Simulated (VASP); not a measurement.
Crystal: Sr3Zn2H.

```
CELL_PARAMETERS angstrom
3.39467 0.00000 0.00000
0.00000 3.39467 0.00000
0.00000 0.00000 10.40477
ATOMIC_POSITIONS crystal
Sr 0.50000 0.50000 0.18173
Sr 0.50000 0.50000 0.50000
Sr 0.50000 0.50000 0.81827
Zn 0.00000 0.00000 0.33928
Zn 0.00000 0.00000 0.66072
H 0.00000 0.00000 0.00000
```

The cell was generated, and may not be a known phase.

```yaml
Program: VASP 6.6.1
Task: relaxation of cell and atoms
Functional: PBE
Potentials_or_basis: VASP PAW PBE potentials, release 64 (Sr_sv, Zn, H)
Cutoff: 600 eV
k_mesh: 6 × 6 × 2
Occupations: gaussian, width 0.1 eV
Spin: no spin polarisation
```

At the start: pressure 19.0 GPa; volume 19.98 Å³/atom.

Question: Where does the relaxation end?

Answer: Over 10 steps the energy falls by 408.2 meV/atom and the volume is 28.01 Å³/atom (+40.2 %); space group P4/mmm (No. 123, to 0.1 Å) before and after.

The path:
```tsv
step	energy change (eV)	largest force (eV/Å)	pressure (GPa)	volume (Å³)
1	0.0000	2.3918	18.96	119.90
2	-2.4133	0.2030	0.51	165.80
3	-2.4203	0.1576	-0.20	170.37
4	-2.4206	0.1559	-0.03	169.24
5	-2.4247	0.1458	-0.02	168.98
6	-2.4350	0.1179	0.02	168.20
7	-2.4471	0.0516	0.11	166.65
8	-2.4349	0.1181	0.35	163.57
9	-2.4488	0.0235	0.16	165.88
10	-2.4490	0.0251	-0.17	168.07
```

Final structure:
```
Sr Zn H
1.0
     3.79214    0.00000    0.00000
     0.00000    3.79214    0.00000
     0.00000    0.00000   11.68756
Sr Zn H
3 2 1
Direct
  0.50000 0.50000 0.16265
  0.50000 0.50000 0.50000
  0.50000 0.50000 0.83735
  0.00000 0.00000 0.33150
  0.00000 0.00000 0.66850
  0.00000 0.00000 0.00000
```

Caveat: the volume moved by over 15 % at a fixed basis, so the end points are rough.
